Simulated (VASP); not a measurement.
ZnO:

```
CELL_PARAMETERS angstrom
-1.45883 1.45883 5.05354
1.45883 -1.45883 5.05354
1.45883 1.45883 -5.05354
ATOMIC_POSITIONS crystal
Zn 0.83333 0.83333 0.00000
Zn 0.58333 0.08333 0.50000
O 0.66667 0.66667 0.00000
O 0.41667 0.91667 0.50000
```

The cell was built from a structure type or drawn by symmetry, and may not be a known phase.

| Property | Result |
| --- | --- |
| Program | VASP 6.6.1 |
| Task | relaxation of cell and atoms |
| Functional | PBE |
| Potentials or basis | VASP PAW PBE potentials, release 64 (Zn, O) |
| Cutoff | 600 eV |
| k mesh | 8 × 8 × 8 |
| Occupations | gaussian, width 0.1 eV |
| Spin | no spin polarisation |

At the start: pressure 79.6 GPa; volume 10.75 Å³/atom.

Task: Where does the relaxation end?

Result: Over 12 steps the energy falls by 852.7 meV/atom and the volume is 15.52 Å³/atom (+44.3 %); space group I4_1md (No. 109, to 0.1 Å) before and after.

Step by step:
```
step  energy change (eV)  largest force (eV/Å)  pressure (GPa)  volume (Å³)
   1              0.0000                0.0383           79.56        43.02
   2             -0.8971                0.4840          -20.45        85.10
   3             -3.2809                0.7098           -0.56        60.70
   4             -3.2885                0.7432            0.85        59.92
   5             -3.2893                0.7628            1.93        59.44
   6             -3.3781                0.5882            0.27        61.35
   7             -3.3900                0.1980            0.25        60.87
   8             -3.3994                0.1343            0.40        61.12
   9             -3.4103                0.0128            0.43        61.77
  10             -3.4103                0.0167            0.46        61.80
  11             -3.4102                0.0077           -0.46        62.37
  12             -3.4106                0.0128           -0.03        62.07
```

Final structure:
```
Zn O
1.0
    -1.65212    1.65212    5.68490
     1.65212   -1.65212    5.68490
     1.65212    1.65212   -5.68490
Zn O
2 2
Cartesian
  0.0000 0.0000 9.4787
  0.0000 1.6521 0.9514
  1.6521 1.6521 1.8911
  1.6521 0.0000 4.7336
```

Caveat: the volume moved by over 15 % at a fixed basis, so the end points are rough.
